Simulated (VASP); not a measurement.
Pt, 1 atom in the cell. The structure is tetragonal, space group I4/mmm (No. 139). The conventional cell has a = 2.852 Å, b = 2.852 Å, c = 3.798 Å, α = 90.00°, β = 90.00°, γ = 90.00°. Within 3.7 Å of Pt (site symmetry 4/mmm) lie 12 Pt at 2.77 to 2.85 Å.  This cell differs from its parent crystal: strain +0.030 along x and y, -0.030 along z.

```yaml
Program: VASP 6.6.1
Task: single point
Functional: PBEsol
Potentials_or_basis: VASP PAW PBE potentials, release 64 (Pt)
Cutoff: 520 eV
k_mesh: 20 × 20 × 20
Occupations: gaussian, width 0.15 eV
Spin: no spin polarisation
Dipole_correction: no
Further_INCAR_settings: ALGO = Fast; EDIFF = 1e-07; NBANDS = 11
```

Potentials or basis: VASP PAW PBE potentials, release 64 (Pt).

The run is started by

```bash
$ cat potpaw_PBE.64/Pt/POTCAR > POTCAR
$ mpirun -np 1 vasp_std > vasp.out
```

Hardware: 1 thread of Intel(R) Xeon(R) Platinum 8259CL CPU @ 2.50GHz (Skylake/Cascade Lake), with other jobs on the host.

Task: Estimate the wall time of this run.

Result: Run time: 83 s on 1 thread of Intel(R) Xeon(R) Platinum 8259CL CPU @ 2.50GHz (Skylake/Cascade Lake), with other jobs on the host, peak memory 0.23 GiB. Counts: scf iterations 14, k points 641.
